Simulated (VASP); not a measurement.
B:

```
CELL_PARAMETERS angstrom
3.72794 -0.03306 -0.04435
-0.03306 3.72537 0.00923
-0.04435 0.00923 3.75281
ATOMIC_POSITIONS crystal
B 0.06294 0.03591 0.91746
B 0.98817 0.97800 0.48764
B 0.94015 0.50967 0.99137
B 0.03322 0.50147 0.45749
B 0.46763 0.98366 0.99527
B 0.53776 0.01140 0.53721
B 0.42512 0.49730 0.06121
B 0.54501 0.48259 0.55235
```

```yaml
Program: VASP 6.6.1
Task: relaxation of cell and atoms
Functional: PBEsol
Potentials_or_basis: VASP PAW PBE potentials, release 64 (B)
Cutoff: 600 eV
k_mesh: 6 × 6 × 6
Occupations: gaussian, width 0.1 eV
Spin: no spin polarisation
```

At the start: pressure 12.7 GPa; volume 6.51 Å³/atom.

Problem. How do energy, volume and symmetry change on relaxing?

Solution. Over 69 steps the energy falls by 1048.1 meV/atom and the volume is 6.52 Å³/atom (+0.1 %); space group P1 (No. 1, to 0.1 Å) before, C2/m (No. 12, to 0.1 Å).

The path:
| step | energy change (eV) | largest force (eV/Å) | pressure (GPa) | volume (Å³) |
| --- | --- | --- | --- | --- |
| 1 | 0.0000 | 4.2561 | 12.69 | 52.11 |
| 3 | -0.8248 | 1.1177 | -11.05 | 55.22 |
| 5 | -1.2288 | 0.8514 | 5.82 | 50.81 |
| 7 | -1.5233 | 1.7893 | 2.09 | 51.47 |
| 9 | -2.1457 | 1.7325 | -3.40 | 52.48 |
| 11 | -0.9171 | 12.0489 | 24.23 | 55.12 |
| 13 | -2.6424 | 5.4428 | 5.64 | 54.35 |
| 15 | -2.7432 | 4.7825 | 4.05 | 54.43 |
| 17 | -2.8033 | 4.5175 | 7.91 | 56.29 |
| 19 | -3.0788 | 3.6965 | 5.00 | 55.70 |
| 21 | -3.5235 | 3.0024 | 0.04 | 57.25 |
| 23 | -3.6533 | 1.7506 | 0.17 | 57.04 |
| 25 | -3.9684 | 2.5394 | 0.98 | 57.97 |
| 27 | -4.1106 | 1.5790 | -0.91 | 58.00 |
| 29 | -4.3975 | 1.7360 | -4.58 | 58.47 |
| 31 | -4.5838 | 1.1884 | -5.57 | 58.18 |
| 33 | -4.8785 | 1.5329 | 4.85 | 55.62 |
| 35 | -5.0905 | 1.2402 | 4.45 | 55.30 |
| 37 | -5.4258 | 1.3223 | -6.37 | 57.42 |
| 39 | -5.9361 | 1.2875 | -6.03 | 57.56 |
| 41 | -5.9104 | 5.0293 | -2.35 | 56.64 |
| 43 | -6.9213 | 2.5804 | -5.89 | 57.17 |
| 45 | -7.1149 | 2.4907 | -6.87 | 56.73 |
| 47 | -7.7153 | 1.5242 | -0.66 | 54.43 |
| 49 | -7.8928 | 1.1268 | 1.17 | 53.62 |
| 51 | -8.0408 | 0.6774 | -0.63 | 53.44 |
| 53 | -8.2135 | 0.9191 | -2.94 | 53.11 |
| 55 | -8.3384 | 0.4964 | 1.24 | 51.96 |
| 57 | -8.3671 | 0.1933 | 0.32 | 52.12 |
| 59 | -8.3769 | 0.1332 | -0.09 | 52.20 |
| 61 | -8.3813 | 0.1043 | 0.23 | 52.14 |
| 63 | -8.3842 | 0.0700 | -0.30 | 52.23 |
| 65 | -8.3848 | 0.0442 | 0.15 | 52.14 |
| 67 | -8.3851 | 0.0251 | 0.00 | 52.17 |
| 69 | -8.3851 | 0.0148 | 0.01 | 52.17 |

Final structure:
```
B
1.0
     3.24494   -0.05345   -0.00675
     0.22965    5.14254   -0.10767
    -0.13092   -0.21239    3.12885
B
8
Direct
  0.19327 0.04930 0.10360
  0.80661 0.95077 0.39649
  0.80717 0.45074 0.89674
  0.19289 0.54930 0.60328
  0.66998 0.11482 0.90395
  0.33000 0.88512 0.59603
  0.33028 0.38502 0.09583
  0.66981 0.61493 0.40409
```

Caveat: a cell axis changed by over 15 % at a fixed basis, so the end point is rough; the PAW data sets were made with another functional, which shifts forces and pressure a little.
